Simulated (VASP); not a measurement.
The system is Sb3Pd.

```
Sb Pd
1.0
     6.58518    0.00000    0.00000
    -3.29259    5.70293    0.00000
     0.00000    0.00000    5.28562
Sb Pd
6 2
Direct
  0.83300 0.66600 0.25000
  0.16700 0.83300 0.75000
  0.33400 0.16700 0.25000
  0.16700 0.33400 0.75000
  0.83300 0.16700 0.25000
  0.66600 0.83300 0.75000
  0.33333 0.66667 0.25000
  0.66667 0.33333 0.75000
```

* Program: VASP 6.6.1
* Task: relaxation of cell and atoms
* Functional: PBE
* Potentials or basis: VASP PAW PBE potentials, release 64 (Sb, Pd)
* Cutoff: 600 eV
* k mesh: 3 × 3 × 4
* Occupations: gaussian, width 0.1 eV
* Spin: no spin polarisation

At the start: pressure -2.5 GPa; volume 24.81 Å³/atom.

Problem. Where does the relaxation end?

Solution. Over 30 steps the energy falls by 75.8 meV/atom and the volume is 24.17 Å³/atom (-2.6 %); space group P6_3/mmc (No. 194, to 0.1 Å) before and after.

The path:
```csv
step,energy change (eV),largest force (eV/Å),pressure (GPa),volume (Å³)
1,0.0000,0.8374,-2.48,198.50
2,-0.2785,0.5701,1.07,187.66
3,-0.2922,0.4523,2.35,184.87
4,-0.4188,0.0827,1.46,188.54
5,-0.4194,0.1282,1.43,188.84
6,-0.4261,0.0590,-1.05,194.85
7,-0.4359,0.0196,0.00,192.18
8,-0.4359,0.0174,-0.04,192.24
9,-0.4376,0.0323,-0.06,192.30
10,-0.4437,0.0771,-0.11,192.48
11,-0.4588,0.1635,-0.19,192.77
12,-0.5160,0.4011,-0.23,193.18
13,-0.4576,0.5743,1.40,193.26
14,-0.5365,0.4943,0.02,193.30
15,-0.5391,0.5260,0.20,193.33
16,-0.5393,0.5262,0.20,193.34
17,-0.5398,0.5269,0.21,193.37
18,-0.5406,0.5275,0.24,193.43
19,-0.5408,0.5275,0.30,193.55
20,-0.5422,0.5217,0.28,193.57
21,-0.5462,0.5044,0.23,193.64
22,-0.5538,0.4695,0.16,193.77
23,-0.5671,0.4004,0.02,194.03
24,-0.5868,0.2656,-0.24,194.56
25,-0.5997,0.0080,-0.67,195.61
26,-0.6000,0.0395,-0.62,195.48
27,-0.6027,0.0256,-0.40,194.84
28,-0.6053,0.0021,0.03,193.60
29,-0.6054,0.0075,0.11,193.37
30,-0.6061,0.0142,0.07,193.39
```

Final structure:
```
CELL_PARAMETERS angstrom
6.14464 0.00000 0.00000
-3.07232 5.32141 0.00000
0.00000 0.00000 5.91452
ATOMIC_POSITIONS crystal
Sb 0.83214 0.66428 0.25000
Sb 0.16786 0.83214 0.75000
Sb 0.33572 0.16786 0.25000
Sb 0.16786 0.33572 0.75000
Sb 0.83214 0.16786 0.25000
Sb 0.66428 0.83214 0.75000
Pd 0.33333 0.66667 0.25000
Pd 0.66667 0.33333 0.75000
```

Caveat: the k points lie up to 0.39 Å⁻¹ apart in the final cell, too coarse for converged energies and pressures of a metal.
